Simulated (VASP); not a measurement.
# ZrB (I4mm) in VASP: a series of runs, part 2 of 2

VASP 6.6.1. Earlier steps stand in the parts before.

### Step 3. Single point, PBE

Contents of INCAR:

```
SYSTEM = ZrB
ALGO = Normal
EDIFF = 1E-6
ENCUT = 520
GGA = PE
ISIF = 2
ISMEAR = 0
LASPH = .TRUE.
LCHARG = .FALSE.
LREAL = .FALSE.
LWAVE = .FALSE.
NBANDS = 14
NELM = 80
PREC = Accurate
SIGMA = 0.15
```

Contents of KPOINTS:

```
k-points
0
G
  18 18 18
  0 0 0
```

Contents of POSCAR:

```
ZrB
1.0
    0.0000000000      2.3250000000      2.3250000000
    2.3250000000      0.0000000000      2.3250000000
    2.3250000000      2.3250000000      0.0000000000
Zr B
1 1
Direct
    0.0000000000      0.0000000000      0.0000000000
    0.4865591398      0.4865591398      0.5134408602
```

Potentials or basis: VASP PAW PBE potentials, release 64 (Zr_sv, B).

Launch:

```sh
$ cat potpaw_PBE.64/Zr_sv/POTCAR potpaw_PBE.64/B/POTCAR > POTCAR
$ mpirun -np 1 vasp_std > vasp.out
```

OUTCAR:

```text
SYSTEM = ZrB
   EDIFF = 1E-6
   ENCUT = 520
   GGA = PE
   ISIF = 2
   ISMEAR = 0
   LASPH = .TRUE.
   LREAL = .FALSE.
   NELM = 80
   PREC = Accurate

 ion  position               nearest neighbor table
   1  0.000  0.000  0.000-   2 2.26   2 2.33   2 2.33   2 2.33   2 2.33   2 2.39
   2  0.487  0.487  0.513-   1 2.26   1 2.33   1 2.33   1 2.33   1 2.33   1 2.39

  LATTYP: Found a face centered cubic cell.
 ALAT       =     4.6500000000

  Lattice vectors:

 A1 = (   0.0000000000,   2.3250000000,   2.3250000000)
 A2 = (   2.3250000000,   0.0000000000,   2.3250000000)
 A3 = (   2.3250000000,   2.3250000000,   0.0000000000)

Analysis of symmetry for initial positions (statically):
=====================================================================
 Subroutine PRICEL returns:
 Original cell was already a primitive cell.

 Routine SETGRP: Setting up the symmetry group for a
 face centered cubic supercell.

 Subroutine GETGRP returns: Found  8 space group operations
 (whereof  8 operations were pure point group operations)
 out of a pool of 48 trial point group operations.

The static configuration has the point symmetry C_4v.

Analysis of symmetry for dynamics (positions and initial velocities):
=====================================================================
 Subroutine PRICEL returns:
 Original cell was already a primitive cell.

 Routine SETGRP: Setting up the symmetry group for a
 face centered cubic supercell.

 Subroutine GETGRP returns: Found  8 space group operations
 (whereof  8 operations were pure point group operations)
 out of a pool of 48 trial point group operations.

The dynamic configuration has the point symmetry C_4v.

 Subroutine INISYM returns: Found  8 space group operations
 (whereof  8 operations are pure point group operations),
 and found     1 'primitive' translations

----------------------------------------------------------------------------------------

                                     Primitive cell

  volume of cell :      25.1362

  direct lattice vectors                    reciprocal lattice vectors
     0.000000000  2.325000000  2.325000000    -0.215053763  0.215053763  0.215053763
     2.325000000  0.000000000  2.325000000     0.215053763 -0.215053763  0.215053763
     2.325000000  2.325000000  0.000000000     0.215053763  0.215053763 -0.215053763

  length of vectors
     3.288046533  3.288046533  3.288046533     0.372484045  0.372484045  0.372484045

  position of ions in fractional coordinates (direct lattice)
     0.000000000  0.000000000  0.000000000
     0.486559140  0.486559140  0.513440860

  ion indices of the primitive-cell ions
   primitive index   ion index
                 1           1
                 2           2

----------------------------------------------------------------------------------------

 KPOINTS: k-points

Automatic generation of k-mesh.
 Grid dimensions read from file:
 generate k-points for:   18   18   18

 Generating k-lattice:

  Cartesian coordinates                     Fractional coordinates (reciprocal lattice)
[... 39 lines left out ...]
  0.388889  0.055556  0.000000      8.000000
  0.000000  0.388889  0.055556     16.000000
 [... further k-points ...]
   k-points           NKPTS =    480   k-points in BZ     NKDIM =    480   number of bands    NBANDS=     14
   number of dos      NEDOS =    301   number of ions     NIONS =      2
   total plane-waves  NPLWV =  13824
   dimension x,y,z NGX =    24 NGY =   24 NGZ =   24
   dimension x,y,z NGXF=    48 NGYF=   48 NGZF=   48
   ions per type =               1   1
   NGX,Y,Z   is equivalent  to a cutoff of  12.13, 12.13, 12.13 a.u.
   NGXF,Y,Z  is equivalent  to a cutoff of  24.27, 24.27, 24.27 a.u.
 SYSTEM =  ZrB
   PREC   = accura    normal or accurate (medium, high low for compatibility)
   ISTART =      0    job   : 0-new  1-cont  2-samecut
   ICHARG =      2    charge: 1-file 2-atom 10-const
   ISPIN  =      1    spin polarized calculation?
   LNONCOLLINEAR =      F non collinear calculations
   LSORBIT =      F    spin-orbit coupling
   LASPH  =      T    aspherical Exc in radial PAW
   ENCUT  =  520.0 eV  38.22 Ry    6.18 a.u.   6.11  6.11  6.11*2*pi/ulx,y,z
   NELM   =     80;   NELMIN=  2; NELMDL= -5     # of ELM steps
   EDIFF  = 0.1E-05   stopping-criterion for ELM
   LREAL  =      F    real-space projection
   EDIFFG = 0.1E-04   stopping-criterion for IOM
   NSW    =      0    number of steps for IOM
   IBRION =     -1    ionic relax: 0-MD 1-quasi-New 2-CG
   NFREE  =      0    steps in history (QN), initial steepest desc. (CG)
   ISIF   =      2    stress and relaxation
   ISYM   =      2    0-nonsym 1-usesym 2-fastsym
   POTIM  = 0.5000    time-step for ionic-motion
   TEBEG  =    0.0;   TEEND  =   0.0 temperature during run
   PSTRESS=    0.0 pullay stress
   NELECT =      15.0000    total number of electrons
   NUPDOWN=      -1.0000    fix difference up-down
   EMIN   =  10.00;   EMAX   =-10.00  energy-range for DOS
   EFERMI =   0.00;   METHOD = LEGACY
   ISMEAR =     0;   SIGMA  =   0.15  broadening in eV -4-tet -1-fermi 0-gaus
   EFERMI_NEDOS =   21; number of points for ismear=-14 and -15
   IALGO  =     38    algorithm
   IMIX   =      4    mixing-type and parameters
     AMIX     =   0.40;   BMIX     =  1.00
     AMIX_MAG =   1.60;   BMIX_MAG =  1.00
  volume/ion in A,a.u.               =      12.57        84.81
  Fermi-wavevector in a.u.,A,eV,Ry     =   1.378285  2.604581 25.846565  1.899669
  Thomas-Fermi vector in A             =   2.503360
   LORBIT       =      0    0 simple, 1 ext, 2 COOP (PROOUT), +10 PAW based schemes
   GGA     = PE    functional components
   LHFCALC =     F    Hartree Fock is set to
   AEXX    =    0.0000 exact exchange contribution
   IVDW    =     0    specifies the selected vdW correction
   LEPSILON=     F    determine dielectric tensor
   LRPA    =     F    only Hartree local field effects (RPA)
 non-spin polarized calculation
 Gauss-broadening in eV      SIGMA  =   0.15
  energy-cutoff  :      520.00
  volume of cell :       25.14
 maximum number of plane-waves:       700
   NGX = 13   NGY = 13   NGZ = 13

 number of electron      15.0000000 magnetization

 Free energy of the ion-electron system (eV)
  ---------------------------------------------------
  ext. energy  EPLUGINS =         0.00000000
  ---------------------------------------------------
  free energy    TOTEN  =       -15.56829922 eV

  energy without entropy =      -15.55585069  energy(sigma->0) =      -15.56207495

 E-fermi :   9.0157     XC(G=0): -12.2197

 val. band max:        9.0139010838   @ k =   0.0000  -0.1667   0.1111
 cond. band min:       9.0253475943   @ k =   0.3889   0.1667  -0.4444
 fundamental gap:      0.0114465105
 Fermi energy:         9.0156589648

 k-point     1 :       0.0000    0.0000    0.0000
  band No.  band energies     occupation
      1     -37.7583      2.00000
      2     -15.5037      2.00000
      3     -15.4975      2.00000
      4     -15.4975      2.00000
      5       0.6922      2.00000
      6      10.8721      0.00000
      7      10.8721      0.00000
      8      10.9456      0.00000
      9      12.2783      0.00000
     10      12.7230      0.00000
     11      12.9160      0.00000
     12      12.9160      0.00000
     13      13.3047      0.00000
     14      20.1523      0.00000
[... 377 lines left out ...]
      1     -37.6552      2.00000
      2     -16.3077      2.00000
      3     -15.5987      2.00000
      4     -15.5849      2.00000
      5       3.6123      2.00000
      6       6.5542      2.00000
      7       7.9168      2.00000
      8       8.1166      2.00000
      9      13.4616      0.00000
     10      14.2617      0.00000
     11      15.1048      0.00000
     12      19.6034      0.00000
     13      20.1664      0.00000
     14      21.4274      0.00000

 [... further k-points ...]

------------------------ aborting loop because EDIFF is reached ----------------------------------------

  FORCE on cell =-STRESS in cart. coord.  units (eV):
  Direction    XX          YY          ZZ          XY          YZ          ZX
  --------------------------------------------------------------------------------------
  -------------------------------------------------------------------------------------
  Total        5.4652529      5.4652529      5.6428839      0.0000000      0.0000000      0.0000000
  in kB      348.3549412    348.3549412    359.6771377      0.0000000      0.0000000      0.0000000
  external PRESSURE =     352.1290067 kB  Pullay stress =       0.0000000 kB

 VOLUME and BASIS-vectors are now :
 -----------------------------------------------------------------------------
  energy-cutoff  :      520.00
  volume of cell :       25.14
      direct lattice vectors                 reciprocal lattice vectors
     0.000000000  2.325000000  2.325000000    -0.215053763  0.215053763  0.215053763
     2.325000000  0.000000000  2.325000000     0.215053763 -0.215053763  0.215053763
     2.325000000  2.325000000  0.000000000     0.215053763  0.215053763 -0.215053763

 POSITION                                       TOTAL-FORCE (eV/Angst)
 -----------------------------------------------------------------------------------
      0.00000      0.00000      0.00000         0.000000      0.000000     -0.646168
      2.32500      2.32500      2.26250         0.000000      0.000000      0.646168
 -----------------------------------------------------------------------------------
    total drift:                                0.000000      0.000000      0.000068

  FREE ENERGIE OF THE ION-ELECTRON SYSTEM (eV)
  ---------------------------------------------------
  free  energy   TOTEN  =       -15.5682992200 eV

  energy  without entropy=      -15.5558506895  energy(sigma->0) =      -15.56207495
```

Wall time 2.8 min (1 thread of Intel Xeon 8259CL, shared host); peak memory 0.29 GiB.

Results:

* Free energy: -15.5683 eV
* Pressure: 35.2 GPa
* Largest force: 0.646 eV/Å

Forces in eV/Å, atoms in the order of the input:
```
Zr   0.000  0.000 -0.646
B    0.000  0.000  0.646
```

Stress tensor (GPa, compression positive):
```
34.84  0.00  0.00
 0.00 34.84  0.00
 0.00  0.00 35.97
```

Caveat: the cell differs from its parent crystal (all B atoms moved +0.062 Å, as atom 2 towards its neighbour atom 1 (Zr) at 2.325 Å).
